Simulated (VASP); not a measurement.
A run of VASP 6.6.1:

The input INCAR:

```
ALGO = Normal ; EDIFF = 1E-6
ENCUT = 520 ; GGA = PE
ISIF = 2 ; ISMEAR = 0
LASPH = True ; LCHARG = False
LREAL = False ; LWAVE = False
NBANDS = 55 ; NELM = 60
PREC = Accurate ; SIGMA = 0.05
```

File KPOINTS:

```
k-points
0
Gamma
  6 6 6
```

Contents of POSCAR:

```
Ga2O3
1.0
    2.6551607838      1.5329577933      4.6545610942
   -2.6551607838      1.5329577933      4.6545610942
    0.0000000000     -3.0659155866      4.6545610941
Ga O
4 6
Direct
    0.3558687539      0.3558687539      0.3558687539
    0.1441312461      0.1441312461      0.1441312461
    0.6441312461      0.6441312461      0.6441312461
    0.8558687539      0.8558687539      0.8558687539
    0.5531733332      0.9468266668      0.2500000000
    0.2500000000      0.5531733332      0.9468266668
    0.9468266668      0.2500000000      0.5531733332
    0.4468266668      0.0531733332      0.7500000000
    0.7500000000      0.4468266668      0.0531733332
    0.0531733332      0.7500000000      0.4468266668
```

Potentials or basis: VASP PAW PBE potentials, release 64 (Ga_d, O).

Run with:

```bash
$ cat potpaw_PBE.64/Ga_d/POTCAR potpaw_PBE.64/O/POTCAR > POTCAR
$ mpirun -np 1 vasp_std > vasp.out
```

Hardware: 1 thread of Intel Xeon 6455B (shared host).

Question: Estimate the wall time of this run.

Answer: Run time: 5.8 min on 1 thread of Intel Xeon 6455B, on a shared host, peak memory 0.34 GiB. Counts: scf iterations 14, k points 32.
